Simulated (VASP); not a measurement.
BN: single point with PBE

Crystal: BN.

```xyz
8
Lattice="4.2900 0.0000 0.0000 0.0000 4.2900 0.0000 0.0000 0.0000 2.3198" Properties=species:S:1:pos:R:3 pbc="T T T"
B     0.7477    3.5423    1.1599
B     1.3973    1.3973    0.0000
B     2.8927    2.8927    0.0000
B     3.5423    0.7477    1.1599
N     3.4861    3.4861    1.1599
N     1.3411    2.9489    0.0000
N     2.9489    1.3411    0.0000
N     0.8039    0.8039    1.1599
```

```json
{"Program": "VASP 6.6.1", "Task": "single point", "Functional": "PBE", "Potentials or basis": "VASP PAW PBE potentials, release 64 (B, N)", "Cutoff": "520 eV", "k mesh": "6 × 6 × 10", "Occupations": "gaussian, width 0.05 eV", "Spin": "no spin polarisation"}
```

```json
{"Pressure": "78.1 GPa", "Largest force": "0.872 eV/Å", "Band gap on the k mesh": "4.63 eV, indirect (least direct gap 6.12 eV)"}
```

Forces on the atoms (eV/Å):
```
B   -0.617  0.617  0.000
B    0.617  0.617  0.000
B   -0.617 -0.617  0.000
B    0.617 -0.617  0.000
N    0.594  0.594  0.000
N    0.594 -0.594  0.000
N   -0.594  0.594  0.000
N   -0.594 -0.594  0.000
```

Stress tensor (GPa, compression positive):
```
 48.83   0.00   0.00
  0.00  48.83   0.00
  0.00   0.00 136.54
```

Levels at points of the mesh, in eV from the valence-band top:
| k point | band 13 | band 14 | band 15 | band 16 | band 17 | band 18 | band 19 | band 20 |
| --- | --- | --- | --- | --- | --- | --- | --- | --- |
| (0.00, 0.00, 0.00) | -0.17 | -0.17 | -0.04 | 0.00 | 8.32 | 8.32 | 8.87 | 9.18 |
| (0.50, 0.00, 0.00) | -1.49 | -1.49 | -1.02 | -1.02 | 8.29 | 8.29 | 9.45 | 9.45 |
| (0.50, 0.50, 0.00) | -2.65 | -2.65 | -2.06 | -2.06 | 7.88 | 7.88 | 10.39 | 10.39 |
| (0.00, 0.00, 0.50) | -4.88 | -4.88 | -3.68 | -3.68 | 6.61 | 6.61 | 10.86 | 10.86 |
| (0.50, 0.00, 0.50) | -3.94 | -3.94 | -2.75 | -2.75 | 7.34 | 7.34 | 9.19 | 9.19 |
| (0.50, 0.50, 0.50) | -3.23 | -3.23 | -2.95 | -2.95 | 6.70 | 6.70 | 7.60 | 7.60 |

Wall time 18 s on 1 thread of Intel(R) Xeon(R) 6975P-C (Granite Rapids) (shared host), peak memory 0.17 GiB.

A k mesh can miss the band edges.
